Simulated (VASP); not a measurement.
# WSe2 in VASP: further runs, part 2 of 2

VASP 6.6.1. The steps go on from the part before.

## 4. Single point, PBEsol (strain +0.1500 x Voigt [1, -1, 0, 0, 0, 0])

Contents of INCAR:

```
  PREC = Accurate
  ENCUT = 520
  EDIFF = 1E-6
  ISMEAR = 0
  SIGMA = 0.05
  LREAL = False
  LASPH = True
  NELM = 60
  ALGO = Normal
  ISIF = 2
  LWAVE = False
  LCHARG = False
  GGA = PS
  NBANDS = 35
```

Contents of KPOINTS:

```
regular mesh
0
Gamma
  12 12 2
```

Contents of POSCAR:

```
WSe2
1.0
    3.7612061776      0.0000000000      0.0000000000
   -1.8806030888      2.4075696382      0.0000000000
    0.0000000000      0.0000000000     23.9834862109
W Se
2 4
Direct
    0.6666666667      0.3333333333      0.1376486583
    0.3333333333      0.6666666667      0.8623513417
    0.3333333333      0.6666666667      0.2073654518
    0.6666666667      0.3333333333      0.9321646899
    0.3333333333      0.6666666667      0.0678353101
    0.6666666667      0.3333333333      0.7926345482
```

Potentials or basis: VASP PAW PBE potentials, release 64 (W_sv, Se).

Started as:

```
$ cat potpaw_PBE.64/W_sv/POTCAR potpaw_PBE.64/Se/POTCAR > POTCAR
$ mpirun -np 1 vasp_std > vasp.out
```

OUTCAR:

```text
PREC = Accurate
   ENCUT = 520
   EDIFF = 1E-6
   ISMEAR = 0
   LREAL = False
   LASPH = True
   NELM = 60
   ISIF = 2
   GGA = PS

 ion  position               nearest neighbor table
   1  0.667  0.333  0.138-   3 2.32   5 2.32   3 2.64   3 2.64   5 2.64   5 2.64
   2  0.333  0.667  0.862-   6 2.32   4 2.32   6 2.64   6 2.64   4 2.64   4 2.64
   3  0.333  0.667  0.207-   1 2.32   1 2.64   1 2.64
   4  0.667  0.333  0.932-   2 2.32   2 2.64   2 2.64
   5  0.333  0.667  0.068-   1 2.32   1 2.64   1 2.64
   6  0.667  0.333  0.793-   2 2.32   2 2.64   2 2.64

  Warning from LATTYP: Monoclinic adjustment (A1->A3, A2->A1, A3->A2)!
  LATTYP: Found a base centered orthorhombic cell.
 ALAT       =     3.7612061776
 B/A-ratio  =     1.2802114665
 C/A-ratio  =     6.3765412154

  Lattice vectors:

 A1 = (   1.8806030888,  -2.4075696382,   0.0000000000)
 A2 = (   1.8806030888,   2.4075696382,   0.0000000000)
 A3 = (   0.0000000000,   0.0000000000,  23.9834862109)

Analysis of symmetry for initial positions (statically):
=====================================================================
 Subroutine PRICEL returns:
 Original cell was already a primitive cell.
[... 175 lines left out ...]

  energy without entropy =      -43.93038842  energy(sigma->0) =      -43.93038842

 E-fermi :   1.9799     XC(G=0):  -6.4058

 val. band max:        1.6956557594   @ k =   0.0000   0.0000   0.0000
 cond. band min:       2.2270750915   @ k =   0.5000   0.2500   0.0000
 fundamental gap:      0.5314193321
 Fermi energy:         1.9799176269

 k-point     1 :       0.0000    0.0000    0.0000
  band No.  band energies     occupation
      1     -72.5242      2.00000
      2     -72.5242      2.00000
      3     -36.9727      2.00000
      4     -36.9727      2.00000
      5     -36.6764      2.00000
      6     -36.6764      2.00000
[... 901 lines left out ...]
     34       6.1708      0.00000
     35       6.4466      0.00000

 [... further k-points ...]
[... 5 lines left out ...]
  --------------------------------------------------------------------------------------
  -------------------------------------------------------------------------------------
  Total       -4.0768725     22.9337480      3.5848761      0.0000000     -0.1877634      0.0000000
  in kB      -30.0759536    169.1871241     26.4463913      0.0000000     -1.3851707      0.0000000
  external PRESSURE =      55.1858539 kB  Pullay stress =       0.0000000 kB

 VOLUME and BASIS-vectors are now :
 -----------------------------------------------------------------------------
  energy-cutoff  :      520.00
  volume of cell :      217.18
      direct lattice vectors                 reciprocal lattice vectors
     3.761206178  0.000000000  0.000000000     0.265872157  0.207678313  0.000000000
    -1.880603089  2.407569638  0.000000000     0.000000000  0.415356625  0.000000000
     0.000000000  0.000000000 23.983486211     0.000000000  0.000000000  0.041695356

 POSITION                                       TOTAL-FORCE (eV/Angst)
 -----------------------------------------------------------------------------------
      1.88060      0.80252      3.30129        -0.000000      3.888268     -0.018484
     -0.00000      1.60505     20.68219         0.000000     -3.888268      0.018484
     -0.00000      1.60505      4.97335        -0.000000     -1.961955      0.541960
      1.88060      0.80252     22.35656         0.000000      1.949648      0.511276
     -0.00000      1.60505      1.62693         0.000000     -1.949648     -0.511276
      1.88060      0.80252     19.01014         0.000000      1.961955     -0.541960
 -----------------------------------------------------------------------------------
    total drift:                                0.000000      0.000000     -0.000000

  FREE ENERGIE OF THE ION-ELECTRON SYSTEM (eV)
  ---------------------------------------------------
  free  energy   TOTEN  =       -43.9303884191 eV

  energy  without entropy=      -43.9303884191  energy(sigma->0) =      -43.93038842
```

stdout:

```text
POSCAR found type information on POSCAR W Se
 POSCAR found :  2 types and       6 ions
 scaLAPACK will be used
 -----------------------------------------------------------------------------
|                                                                             |
|                                                                             |
|     You enforced a specific xc type in the INCAR file but a different       |
|     I HOPE YOU KNOW WHAT YOU ARE DOING!                                     |
|                                                                             |
 -----------------------------------------------------------------------------

 LDA part: xc-table for (Slater+PW92), standard interpolation
 POSCAR, INCAR and KPOINTS ok, starting setup
 FFT: planning ... GRIDC
 FFT: planning ... GRID_SOFT
 FFT: planning ... GRID
 WAVECAR not read
 entering main loop
```

It took 16 min on 1 thread of Intel Xeon Platinum 8488C (Sapphire Rapids), shared host; peak memory 0.69 GiB.

What came out:

- Free energy: -43.9304 eV
- Largest force: 3.888 eV/Å
- Band gap on the k mesh: 0.53 eV (least direct gap 0.77 eV)

Forces in eV/Å, atoms in the order of the input:
```
W    0.000  3.888 -0.018
W    0.000 -3.888  0.018
Se   0.000 -1.962  0.542
Se   0.000  1.950  0.511
Se   0.000 -1.950 -0.511
Se   0.000  1.962 -0.542
```

Caveat: the cell differs from its parent crystal (strain +0.1500 x Voigt [1, -1, 0, 0, 0, 0]); the PAW data sets were made with another functional, which shifts forces and pressure a little; spin-orbit coupling is left out, which moves the levels of the heavy elements.

## 5. Single point, PBEsol (strain +0.0750 x Voigt [1, -1, 0, 0, 0, 0])

Contents of INCAR:

```
PREC = Accurate
ENCUT = 520
EDIFF = 1E-6
ISMEAR = 0
SIGMA = 0.05
LREAL = False
LASPH = True
NELM = 100
ALGO = Normal
ISIF = 2
LWAVE = False
LCHARG = False
GGA = PS
NBANDS = 35
```

KPOINTS is that of step 4.

POSCAR: that of step 4 with these lines changed.

```diff
@@ -2,4 +2,4 @@
 1.0
-    3.7612061776      0.0000000000      0.0000000000
-   -1.8806030888      2.4075696382      0.0000000000
+    3.5159101225      0.0000000000      0.0000000000
+   -1.7579550612      2.6200022533      0.0000000000
     0.0000000000      0.0000000000     23.9834862109
```

Started as:

```
$ cat potpaw_PBE.64/W_sv/POTCAR potpaw_PBE.64/Se/POTCAR > POTCAR
$ mpirun -np 1 vasp_std > vasp.out
```

It took 28 min on 1 thread of Intel Xeon 8259CL, shared host; peak memory 0.71 GiB.

It converged, with:

| Quantity | Value |
| --- | --- |
| Free energy | -45.7973 eV |
| Largest force | 1.484 eV/Å |
| Band gap on the k mesh | 1.36 eV (least direct gap 1.56 eV) |

Forces on the atoms (eV/Å):
```
W    0.000  1.484 -0.004
W    0.000 -1.484  0.004
Se   0.000 -0.750  0.150
Se   0.000  0.744  0.143
Se   0.000 -0.744 -0.143
Se   0.000  0.750 -0.150
```

Levels at points of the mesh, in eV from the valence-band top:
```csv
k point,band 24,band 25,band 26,band 27,band 28,band 29
"(0.00, 0.00, 0.00)",-0.90,-0.64,-0.07,2.35,2.36,2.60
"(0.50, 0.00, 0.00)",-1.30,-0.41,-0.34,1.96,1.99,2.94
"(0.00, 0.50, 0.00)",-1.98,-0.79,-0.73,2.56,2.84,2.84
"(0.00, 0.00, 0.50)",-0.90,-0.64,-0.07,2.35,2.36,2.60
"(0.50, 0.00, 0.50)",-1.30,-0.41,-0.34,1.96,1.99,2.94
"(0.00, 0.50, 0.50)",-1.98,-0.79,-0.73,2.56,2.84,2.84
```

Caveat: the cell differs from its parent crystal (strain +0.0750 x Voigt [1, -1, 0, 0, 0, 0]); the PAW data sets were made with another functional, which shifts forces and pressure a little; spin-orbit coupling is left out, which moves the levels of the heavy elements.

## 6. Overview

| cell | gap on the mesh (eV) | largest force (eV/Å) |
| --- | --- | --- |
| a = 2.903, b = 3.469, c = 23.983 Å, angles 90.0, 90.0, 114.7°, 6 atoms | 0.39 | 1.18 |
| a = 3.025, b = 3.400, c = 23.983 Å, angles 90.0, 90.0, 116.4°, 6 atoms | 1.05 | 0.89 |
| a = 3.761, b = 3.055, c = 23.983 Å, angles 90.0, 90.0, 128.0°, 6 atoms | 0.53 | 3.89 |
| a = 3.516, b = 3.155, c = 23.983 Å, angles 90.0, 90.0, 123.9°, 6 atoms | 1.36 | 1.48 |

Alike in all rows: task single point; level PBEsol; potentials or basis VASP PAW PBE potentials, release 64 (W_sv, Se); no spin polarisation; k mesh 12 × 12 × 2; cutoff (eV) 520; smearing gaussian 0.05 eV.

Caveats: the PAW data sets were made with another functional, which shifts forces and pressure a little; spin-orbit coupling is left out, which moves the levels of the heavy elements.

Total energies depend on the potentials used, so only differences within one code and one set of settings carry meaning.
